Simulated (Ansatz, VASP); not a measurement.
# Two plane-wave programs on SnSe

```xyz
4
Lattice="4.1899 0.0000 0.0000 0.0000 4.1899 0.0000 0.0000 0.0000 10.9796" Properties=species:S:1:pos:R:3 pbc="T T T"
Sn    2.0949    0.0000    4.1521
Sn    0.0000    2.0949    6.8275
Se    2.0949    0.0000    6.8269
Se    0.0000    2.0949    4.1527
```

Alike in both runs: functional LDA; k mesh 6 × 6 × 4; occupations gaussian, width 0.02 eV; no spin polarisation.

Ansatz relaxed the structure, and its values are those at the end. VASP's run is a single point on that final structure, the one shown.

|  | VASP | Ansatz |
| --- | --- | --- |
| version | VASP 6.6.1 | Ansatz 0.2.0 |
| potentials or method | VASP PAW LDA potentials, release 64 (Sn_d, Se), cutoff 500 eV | scalar-relativistic, plane waves, PAW |
| valence electrons in the cell | 40 | 60 |

```tsv
	VASP	Ansatz	Ansatz less VASP
gap on the k mesh at the Fermi level (eV)	1.45	1.46	+0.017
least direct gap on the mesh (eV)	1.50	1.52	+0.016
rms of the force components (eV/Å)	0.014	0.001	-0.0135
```

LDA's correlation is that of Perdew and Zunger in VASP and of Perdew and Wang (1992) in Ansatz. VASP's potentials hold 40 valence electrons a cell and Ansatz's 60, so a difference there can come from the potentials and not from the codes. Ansatz's warnings: xc potential rough in thin density.
